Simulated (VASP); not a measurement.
# Si: single point with LDA

Crystal: Si.

```
Si
1.0
     0.00000    2.72185    2.72185
     2.72185    0.00000    2.72185
     2.72185    2.72185    0.00000
Si
2
Direct
  0.75000 0.75000 0.75000
  0.50000 0.50000 0.50000
```

| Property | Result |
| --- | --- |
| Program | VASP 6.6.1 |
| Task | single point |
| Functional | LDA |
| Potentials or basis | VASP PAW LDA potentials, release 64 (Si) |
| Cutoff | 520 eV |
| k mesh | 10 × 10 × 10 |
| Occupations | fermi-dirac, width 0.02 eV |
| Spin | no spin polarisation |
| Dipole correction | no |
| Further INCAR settings | ALGO = Normal; EDIFF = 1e-06; NBANDS = 11 |

```
Pressure               : -2.1 GPa
Band gap on the k mesh : 0.49 eV, indirect (least direct gap 2.52 eV)
```

Levels at points of the mesh, in eV from the valence-band top:
```csv
k point,band 1,band 2,band 3,band 4,band 5,band 6,band 7,band 8,band 9
"(0.00, 0.00, 0.00)",-11.91,0.00,0.00,0.00,2.52,2.52,2.52,3.13,7.65
"(0.50, 0.00, 0.00)",-9.59,-6.96,-1.19,-1.19,1.40,3.29,3.29,7.50,10.50
"(0.50, 0.50, 0.00)",-7.79,-7.79,-2.83,-2.83,0.62,0.62,9.92,9.92,10.90
```

Run time: 14 s on 1 thread of Intel(R) Xeon(R) Platinum 8559C (Emerald Rapids), with other jobs on the host, peak memory 0.14 GiB.

A k mesh can miss the band edges. LDA gaps usually lie below the measured ones, often by a third to a half.
